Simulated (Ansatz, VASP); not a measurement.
**Pt: VASP beside Ansatz**

Contents of INCAR:

```
SYSTEM = Pt
  PREC = Accurate
  ENCUT = 520
  EDIFF = 1E-7
  ISMEAR = 0
  SIGMA = 0.15
  LREAL = .FALSE.
  LASPH = .TRUE.
  NELM = 100
  ALGO = Fast
  ISIF = 2
  LWAVE = .FALSE.
  LCHARG = .FALSE.
  GGA = PS
  NBANDS = 11
```

The input KPOINTS:

```
regular mesh
0
G
  24 24 24
  0 0 0
```

POSCAR

```
Pt
1.0
    0.0000000000      2.1269582839      1.6590274614
    2.1269582839      0.0000000000      1.6590274614
    2.1269582839      2.1269582839      0.0000000000
Pt
1
Direct
    0.0000000000      0.0000000000      0.0000000000
```

Input for Ansatz:

```yaml
crystal:
  lattice:
    - [0.0, 2.1269582839, 1.6590274614]
    - [2.1269582839, 0.0, 1.6590274614]
    - [2.1269582839, 2.1269582839, 0.0]
  atoms:
    - { symbol: Pt, position: [0.0, 0.0, 0.0] }
basis:
  ecutwfc: 420
kpoints:
  mp_grid: { grid: [24, 24, 24] }
hamiltonian:
  xc: pbesol
scf:
  occupations: { method: gaussian, width: 0.15 }
output:
  forces: true
  stress: true
  eigenvalues: true
```

Alike in both runs: task single point; functional PBEsol; k mesh 24 × 24 × 24; occupations gaussian, width 0.15 eV; no spin polarisation.

|  | VASP | Ansatz |
| --- | --- | --- |
| version | VASP 6.6.1 | Ansatz 0.2.0 |
| potentials or method | VASP PAW PBE potentials, release 64 (Pt), cutoff 520 eV | scalar-relativistic, plane waves, PAW |
| valence electrons in the cell | 10 | 18 |

Ansatz gave:

| Quantity | Value |
| --- | --- |
| gap on the k mesh at the Fermi level (eV) | none |
| pressure (GPa) | 3.2 |
| traceless stress, the component that is largest in VASP (GPa) | 4.73 |

Q: Which values does VASP return?

A: gap on the k mesh at the Fermi level (eV): none; pressure (GPa): 2.9; traceless stress, the component that is largest in VASP (GPa): 4.74.

VASP's potentials were made for PBE, not for PBEsol. A gap of «none» marks a metal or a gap that the smearing closes. VASP's potentials hold 10 valence electrons a cell and Ansatz's 18, so a difference there can come from the potentials and not from the codes.

Spin-orbit coupling is off throughout.
